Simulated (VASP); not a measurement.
## Nb3Sn: single point with PBE

The system is Nb3Sn.

```
Nb Sn
1.0
     5.31914    0.00000    0.00000
     0.00000    5.31914    0.00000
     0.00000    0.00000    5.31914
Nb Sn
6 2
Direct
  0.25000 0.00000 0.50000
  0.50000 0.75000 0.00000
  0.75000 0.00000 0.50000
  0.50000 0.25000 0.00000
  0.00000 0.50000 0.75000
  0.00000 0.50000 0.25000
  0.00000 0.00000 0.00000
  0.50000 0.50000 0.50000
```

```yaml
Program: VASP 6.6.1
Task: single point
Functional: PBE
Potentials_or_basis: VASP PAW PBE potentials, release 64 (Nb_sv, Sn_d)
Cutoff: 500 eV
k_mesh: 8 × 8 × 8
Occupations: gaussian, width 0.1 eV
Spin: no spin polarisation
Dipole_correction: no
Further_INCAR_settings: ALGO = Normal; EDIFF = 1e-06; NBANDS = 63
```

```json
{"Pressure": "-0.3 GPa", "Band gap on the k mesh": "zero (bands 53 and 54 overlap by 0.57 eV)"}
```

Levels at points of the mesh, in eV from the Fermi level:
```
           k point  band 51  band 52  band 53  band 54  band 55  band 56
(0.00, 0.00, 0.00)    -0.53    -0.53    -0.06    -0.06     2.34     2.34
(0.50, 0.00, 0.00)    -0.81    -0.81    -0.38    -0.38     1.48     1.48
(0.50, 0.50, 0.00)     0.17     0.19     0.19     0.58     0.61     0.61
(0.50, 0.50, 0.50)     0.05     0.05     0.11     0.11     0.11     0.11
```

Wall time 5.7 min on 1 thread of Oxide Virtual Turin-like Processor, with other jobs on the host, peak memory 0.34 GiB.

Caveat: spin-orbit coupling is left out, which moves the levels of the heavy elements.
